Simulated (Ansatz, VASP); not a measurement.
**Ta4N3: VASP beside Ansatz**

Contents of INCAR:

```
  PREC = Accurate
  ENCUT = 520
  EDIFF = 1E-6
  ISMEAR = 0
  SIGMA = 0.15
  LREAL = F
  LASPH = T
  NELM = 80
  ALGO = Normal
  ISIF = 2
  LWAVE = F
  LCHARG = T
  GGA = PS
  LELF = T
  LVHAR = T
  NBANDS = 72
```

KPOINTS

```
regular mesh
0
Gamma
  9 9 5
```

File POSCAR:

```
Ta4N3
1.0
   -4.3571443853      0.0000000000      0.0000000000
    0.0000000000     -4.3571443853      0.0000000000
    0.0000000000      0.0000000000      9.0453519637
Ta N
8 6
Direct
    0.5000000000      0.0000000000      0.5853503654
    0.0000000000      0.5000000000      0.1129888697
    0.0000000000      0.0000000000      0.8316904227
    0.5000000000      0.5000000000      0.3593289271
    0.5000000000      0.0000000000      0.1129888697
    0.0000000000      0.5000000000      0.5853503654
    0.5000000000      0.5000000000      0.8113718036
    1.0000000000      1.0000000000      0.3390103080
    0.5000000000      1.0000000000      0.3491696176
    0.0000000000      0.5000000000      0.8215311132
    0.0000000000      0.0000000000      0.5853503654
    0.5000000000      0.5000000000      0.1129888697
    1.0000000000      0.5000000000      0.3491696176
    0.5000000000      0.0000000000      0.8215311132
```

Input for Ansatz:

```yaml
crystal:
  lattice:
    - [-4.3571443853, 0.0, 0.0]
    - [0.0, -4.3571443853, 0.0]
    - [0.0, 0.0, 9.0453519637]
  atoms:
    - { symbol: Ta, position: [0.5, 0.0, 0.5853503654] }
    - { symbol: Ta, position: [0.0, 0.5, 0.1129888697] }
    - { symbol: Ta, position: [0.0, 0.0, 0.8316904227] }
    - { symbol: Ta, position: [0.5, 0.5, 0.3593289271] }
    - { symbol: Ta, position: [0.5, 0.0, 0.1129888697] }
    - { symbol: Ta, position: [0.0, 0.5, 0.5853503654] }
    - { symbol: Ta, position: [0.5, 0.5, 0.8113718036] }
    - { symbol: Ta, position: [1.0, 1.0, 0.339010308] }
    - { symbol: "N", position: [0.5, 1.0, 0.3491696176] }
    - { symbol: "N", position: [0.0, 0.5, 0.8215311132] }
    - { symbol: "N", position: [0.0, 0.0, 0.5853503654] }
    - { symbol: "N", position: [0.5, 0.5, 0.1129888697] }
    - { symbol: "N", position: [1.0, 0.5, 0.3491696176] }
    - { symbol: "N", position: [0.5, 0.0, 0.8215311132] }
basis:
  ecutwfc: 420
kpoints:
  mp_grid: { grid: [9, 9, 5] }
hamiltonian:
  xc: pbesol
scf:
  occupations: { method: gaussian, width: 0.15 }
output:
  forces: true
  stress: true
  eigenvalues: true
```

Alike in both runs: task single point; functional PBEsol; k mesh 9 × 9 × 5; occupations gaussian, width 0.15 eV; no spin polarisation.

```csv
,VASP,Ansatz
version,VASP 6.6.1,Ansatz 0.2.0
potentials or method,"VASP PAW PBE potentials, release 64 (Ta_pv, N), cutoff 520 eV","scalar-relativistic, plane waves, PAW"
valence electrons in the cell,118,134
```

|  | VASP | Ansatz | Ansatz less VASP |
| --- | --- | --- | --- |
| gap on the k mesh at the Fermi level (eV) | none | none | - |
| pressure (GPa) | -8.7 | -9.3 | -0.61 |
| traceless stress, the component that is largest in VASP (GPa) | -5.48 | -5.40 | +0.076 |
| rms of the force components (eV/Å) | 0.492 | 0.484 | -0.0077 |

VASP's potentials were made for PBE, not for PBEsol. Atom by atom the forces differ by 0.011 eV/Å (rms over components). A gap of «none» marks a metal or a gap that the smearing closes. VASP's potentials hold 118 valence electrons a cell and Ansatz's 134, so a difference there can come from the potentials and not from the codes.

Neither program's run includes spin-orbit coupling.
